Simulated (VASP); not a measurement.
## As: single point with PBE

Crystal: As.

```
CELL_PARAMETERS angstrom
1.85538 1.07120 3.46657
-1.85538 1.07120 3.46657
0.00000 -2.14241 3.46657
ATOMIC_POSITIONS crystal
As 0.22600 0.22600 0.22600
As 0.77400 0.77400 0.77400
```

This cell differs from its parent crystal: volume scaled by 0.96.

| Property | Result |
| --- | --- |
| Program | VASP 6.6.1 |
| Task | single point |
| Functional | PBE |
| Potentials or basis | VASP PAW PBE potentials, release 64 (As) |
| Cutoff | 520 eV |
| k mesh | 9 × 9 × 9 |
| Occupations | fermi-dirac, width 0.05 eV |
| Spin | no spin polarisation |

| Property | Result |
| --- | --- |
| Pressure | 7.8 GPa |
| Largest force | 0.796 eV/Å |
| Band gap on the k mesh | zero (band 5 reaches 5.99 eV, above the bottom of band 6 at 5.88 eV) |

Forces in eV/Å, atoms in the order of the input:
```
As   0.000  0.000  0.796
As   0.000  0.000 -0.796
```

Stress tensor (GPa, compression positive):
```
8.51 0.00 0.00
0.00 8.51 0.00
0.00 0.00 6.39
```

Levels at points of the mesh, in eV from the Fermi level:
| k point | band 3 | band 4 | band 5 | band 6 | band 7 | band 8 |
| --- | --- | --- | --- | --- | --- | --- |
| (0.00, 0.00, 0.00) | -2.69 | -2.20 | -2.20 | 1.52 | 2.89 | 2.89 |

It took 23 s on 1 thread of Intel(R) Xeon(R) Platinum 8559C (Emerald Rapids), with other jobs on the host, peak memory 0.18 GiB.
